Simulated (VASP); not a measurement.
# Ca2Au2Br (P4/mbm) in VASP: single point with PBE

Aim: the single point of Ca2Au2Br with PBE.

Program: VASP 6.6.1. These are calculated values, not measurements. Logs are shortened: lines on timing, memory, paths and dates and some standing lists are left out, and cuts for length are marked.

## 1. The cell of the first run

It takes space group P4/mbm (No. 127, tetragonal). Conventional cell: a = 7.941 Å, b = 7.941 Å, c = 3.779 Å, α = 90.00°, β = 90.00°, γ = 90.00°. Ca (site symmetry m2m) has 6 Au at 2.97 to 3.04 Å and 4 Br at 3.49 Å and 3 Ca at 3.78 to 3.89 Å within 3.9 Å. Au (site symmetry m2m) has 1 Au at 2.76 Å and 6 Ca at 2.97 to 3.04 Å and 2 Br at 3.15 Å within 3.6 Å. Within 4.1 Å of Br (site symmetry 4/m) lie 4 Au at 3.15 Å and 8 Ca at 3.49 Å and 2 Br at 3.78 Å.

## 2. Single point, PBE

File INCAR:

```
SYSTEM = Ca2Au2Br
  PREC = Accurate
  ENCUT = 520
  EDIFF = 1E-7
  ISMEAR = -1
  SIGMA = 0.1
  LREAL = .FALSE.
  LASPH = .TRUE.
  NELM = 100
  ALGO = Normal
  ISIF = 2
  LWAVE = .FALSE.
  LCHARG = .FALSE.
  GGA = PE
  NBANDS = 60
```

File KPOINTS:

```
Automatic mesh
0
G
  5 5 9
  0 0 0
```

File POSCAR:

```
Ca2Au2Br
1.0
    7.9409560000      0.0000000000      0.0000000000
    0.0000000000      7.9409560000      0.0000000000
    0.0000000000      0.0000000000      3.7792160000
Ca Au Br
4 4 2
Direct
    0.1733000000      0.6733000000      0.5000000000
    0.3267000000      0.1733000000      0.5000000000
    0.8267000000      0.3267000000      0.5000000000
    0.6733000000      0.8267000000      0.5000000000
    0.6228400000      0.1228400000      0.0000000000
    0.8771600000      0.6228400000      0.0000000000
    0.3771600000      0.8771600000      0.0000000000
    0.1228400000      0.3771600000      0.0000000000
    0.0000000000      0.0000000000      0.0000000000
    0.5000000000      0.5000000000      0.0000000000
```

Potentials or basis: VASP PAW PBE potentials, release 64 (Ca_sv, Au, Br).

The run is started by

```bash
> cat potpaw_PBE.64/Ca_sv/POTCAR potpaw_PBE.64/Au/POTCAR potpaw_PBE.64/Br/POTCAR > POTCAR
> mpirun -np 1 vasp_std > vasp.out
```

OUTCAR:

```text
SYSTEM = Ca2Au2Br
   PREC = Accurate
   ENCUT = 520
   EDIFF = 1E-7
   ISMEAR = -1
   LREAL = .FALSE.
   LASPH = .TRUE.
   NELM = 100
   ISIF = 2
   GGA = PE

 ion  position               nearest neighbor table
   1  0.173  0.673  0.500-   7 2.97   7 2.97   8 3.04   6 3.04   6 3.04   8 3.04
   2  0.327  0.173  0.500-   8 2.97   8 2.97   5 3.04   5 3.04   7 3.04   7 3.04
   3  0.827  0.327  0.500-   5 2.97   5 2.97   8 3.04   6 3.04   6 3.04   8 3.04
   4  0.673  0.827  0.500-   6 2.97   6 2.97   7 3.04   5 3.04   5 3.04   7 3.04
   5  0.623  0.123  0.000-   7 2.76   3 2.97   3 2.97   2 3.04   2 3.04   4 3.04   4 3.04  10 3.15
                             9 3.15
   6  0.877  0.623  0.000-   8 2.76   4 2.97   4 2.97   3 3.04   1 3.04   3 3.04   1 3.04  10 3.15
                             9 3.15
   7  0.377  0.877  0.000-   5 2.76   1 2.97   1 2.97   2 3.04   4 3.04   2 3.04   4 3.04  10 3.15
                             9 3.15
   8  0.123  0.377  0.000-   6 2.76   2 2.97   2 2.97   1 3.04   1 3.04   3 3.04   3 3.04  10 3.15
                             9 3.15
   9  0.000  0.000  0.000-   5 3.15   6 3.15   7 3.15   8 3.15
  10  0.500  0.500  0.000-   5 3.15   6 3.15   7 3.15   8 3.15

  LATTYP: Found a simple tetragonal cell.
 ALAT       =     7.9409560000
 C/A-ratio  =     0.4759144869

  Lattice vectors:

 A1 = (   7.9409560000,   0.0000000000,   0.0000000000)
 A2 = (   0.0000000000,   7.9409560000,   0.0000000000)
 A3 = (   0.0000000000,   0.0000000000,   3.7792160000)

Analysis of symmetry for initial positions (statically):
=====================================================================
 Subroutine PRICEL returns:
 Original cell was already a primitive cell.

 Routine SETGRP: Setting up the symmetry group for a
 simple tetragonal supercell.

 Subroutine GETGRP returns: Found 16 space group operations
 (whereof  8 operations were pure point group operations)
 out of a pool of 16 trial point group operations.

The static configuration has the point symmetry C_4h.
 The point group associated with its full space group is D_4h.

Analysis of symmetry for dynamics (positions and initial velocities):
=====================================================================
 Subroutine PRICEL returns:
 Original cell was already a primitive cell.

 Routine SETGRP: Setting up the symmetry group for a
 simple tetragonal supercell.

 Subroutine GETGRP returns: Found 16 space group operations
 (whereof  8 operations were pure point group operations)
 out of a pool of 16 trial point group operations.

The dynamic configuration has the point symmetry C_4h.
 The point group associated with its full space group is D_4h.
[... 126 lines left out ...]
   NELECT =      98.0000    total number of electrons
   NUPDOWN=      -1.0000    fix difference up-down
   EMIN   =  10.00;   EMAX   =-10.00  energy-range for DOS
   EFERMI =   0.00;   METHOD = LEGACY
   ISMEAR =    -1;   SIGMA  =   0.10  broadening in eV -4-tet -1-fermi 0-gaus
   EFERMI_NEDOS =   21; number of points for ismear=-14 and -15
   IALGO  =     38    algorithm
   IMIX   =      4    mixing-type and parameters
     AMIX     =   0.40;   BMIX     =  1.00
     AMIX_MAG =   1.60;   BMIX_MAG =  1.00
  volume/ion in A,a.u.               =      23.83       160.82
  Fermi-wavevector in a.u.,A,eV,Ry     =   1.217403  2.300558 20.164793  1.482070
  Thomas-Fermi vector in A             =   2.352725
   LORBIT       =      0    0 simple, 1 ext, 2 COOP (PROOUT), +10 PAW based schemes
   GGA     = PE    functional components
   LHFCALC =     F    Hartree Fock is set to
   AEXX    =    0.0000 exact exchange contribution
   IVDW    =     0    specifies the selected vdW correction
   LEPSILON=     F    determine dielectric tensor
   LRPA    =     F    only Hartree local field effects (RPA)
 non-spin polarized calculation
  energy-cutoff  :      520.00
  volume of cell :      238.31
 maximum number of plane-waves:      6442
 NGX is ok and might be reduce to    60
   NGX = 29   NGY = 29   NGZ = 15

 number of electron      97.9999990 magnetization

 Free energy of the ion-electron system (eV)
  ---------------------------------------------------
  ext. energy  EPLUGINS =         0.00000000
  ---------------------------------------------------
  free energy    TOTEN  =       -32.49810620 eV

  energy without entropy =      -32.35199001  energy(sigma->0) =      -32.42504810

 E-fermi :   5.6631     XC(G=0): -10.0089

 val. band max:        5.6622530790   @ k =   0.4000   0.2000   0.0000
 cond. band min:       5.6695615583   @ k =   0.2000   0.2000   0.0000
 fundamental gap:      0.0073084793
 Fermi energy:         5.6630703444

 k-point     1 :       0.0000    0.0000    0.0000
  band No.  band energies     occupation
      1     -35.9381      2.00000
      2     -35.9330      2.00000
      3     -35.9327      2.00000
      4     -35.9327      2.00000
      5     -17.0394      2.00000
      6     -17.0252      2.00000
[... 1501 lines left out ...]
     59       8.4120      0.00000
     60       8.4876      0.00000

 [... further k-points ...]

------------------------ aborting loop because EDIFF is reached ----------------------------------------

  FORCE on cell =-STRESS in cart. coord.  units (eV):
  Direction    XX          YY          ZZ          XY          YZ          ZX
  --------------------------------------------------------------------------------------
  -------------------------------------------------------------------------------------
  Total        9.3057133      9.3057133      4.2270629      0.0000000     -0.0000000      0.0000000
  in kB       62.5623361     62.5623361     28.4185558      0.0000000     -0.0000000      0.0000000
  external PRESSURE =      51.1810760 kB  Pullay stress =       0.0000000 kB

 VOLUME and BASIS-vectors are now :
 -----------------------------------------------------------------------------
  energy-cutoff  :      520.00
  volume of cell :      238.31
      direct lattice vectors                 reciprocal lattice vectors
     7.940956000  0.000000000  0.000000000     0.125929422  0.000000000  0.000000000
     0.000000000  7.940956000  0.000000000     0.000000000  0.125929422  0.000000000
     0.000000000  0.000000000  3.779216000     0.000000000  0.000000000  0.264605146

 POSITION                                       TOTAL-FORCE (eV/Angst)
 -----------------------------------------------------------------------------------
      1.37617      5.34665      1.88961         0.015529      0.015529      0.000000
      2.59431      1.37617      1.88961        -0.015529      0.015529      0.000000
      6.56479      2.59431      1.88961        -0.015529     -0.015529      0.000000
      5.34665      6.56479      1.88961         0.015529     -0.015529     -0.000000
      4.94595      0.97547      0.00000        -0.009486     -0.009486      0.000000
      6.96549      4.94595      0.00000         0.009486     -0.009486     -0.000000
      2.99501      6.96549      0.00000         0.009486      0.009486      0.000000
      0.97547      2.99501      0.00000        -0.009486      0.009486      0.000000
      0.00000      0.00000      0.00000         0.000000      0.000000      0.000000
      3.97048      3.97048      0.00000         0.000000      0.000000      0.000000
 -----------------------------------------------------------------------------------
    total drift:                                0.000000     -0.000000      0.000000

  FREE ENERGIE OF THE ION-ELECTRON SYSTEM (eV)
  ---------------------------------------------------
  free  energy   TOTEN  =       -32.4981061986 eV

  energy  without entropy=      -32.3519900112  energy(sigma->0) =      -32.42504810
```

OSZICAR:

```text
N       E                     dE             d eps       ncg     rms          rms(c)
DAV:   1     0.871013693169E+03    0.87101E+03   -0.47834E+04  3600   0.156E+03
DAV:   2     0.373787414929E+02   -0.83363E+03   -0.80322E+03  3824   0.415E+02
DAV:   3    -0.298697264269E+02   -0.67248E+02   -0.65754E+02  5280   0.919E+01
DAV:   4    -0.344228331579E+02   -0.45531E+01   -0.45160E+01  6008   0.213E+01
DAV:   5    -0.345974704158E+02   -0.17464E+00   -0.17450E+00  5244   0.378E+00    0.144E+01
DAV:   6    -0.325845684561E+02    0.20129E+01   -0.11919E+01  4144   0.145E+01    0.785E+00
DAV:   7    -0.325290003669E+02    0.55568E-01   -0.84034E-01  4416   0.376E+00    0.407E+00
DAV:   8    -0.324974826048E+02    0.31518E-01   -0.12811E-01  4768   0.187E+00    0.923E-01
DAV:   9    -0.324975316340E+02   -0.49029E-04   -0.26962E-02  4584   0.729E-01    0.281E-01
DAV:  10    -0.324977839138E+02   -0.25228E-03   -0.38835E-03  5328   0.225E-01    0.703E-02
DAV:  11    -0.324980158040E+02   -0.23189E-03   -0.42003E-04  4592   0.722E-02    0.480E-02
DAV:  12    -0.324980968892E+02   -0.81085E-04   -0.11174E-04  4440   0.386E-02    0.142E-02
DAV:  13    -0.324981055549E+02   -0.86657E-05   -0.16866E-05  4408   0.158E-02    0.461E-03
DAV:  14    -0.324981061020E+02   -0.54710E-06   -0.20832E-06  4472   0.671E-03    0.165E-03
DAV:  15    -0.324981061986E+02   -0.96612E-07   -0.50246E-07  3696   0.255E-03
   1 F= -.32498106E+02 E0= -.32425048E+02  d E =-.146116E+00
```

It took 13 min on 1 thread of Intel Xeon 8259CL, shared host; peak memory 0.54 GiB.

What came out:

```yaml
Free_energy: -32.4981 eV
Pressure: 5.1 GPa
Largest_force: 0.022 eV/Å
Band_gap_on_the_k_mesh: zero (bands 49 and 50 overlap by 1.53 eV)
```

Forces on the atoms (eV/Å):
```
Ca   0.016  0.016  0.000
Ca  -0.016  0.016  0.000
Ca  -0.016 -0.016  0.000
Ca   0.016 -0.016  0.000
Au  -0.009 -0.009  0.000
Au   0.009 -0.009  0.000
Au   0.009  0.009  0.000
Au  -0.009  0.009  0.000
Br   0.000  0.000  0.000
Br   0.000  0.000  0.000
```

Caveat: the cell stands under pressure; spin-orbit coupling is left out, which moves the levels of the heavy elements.
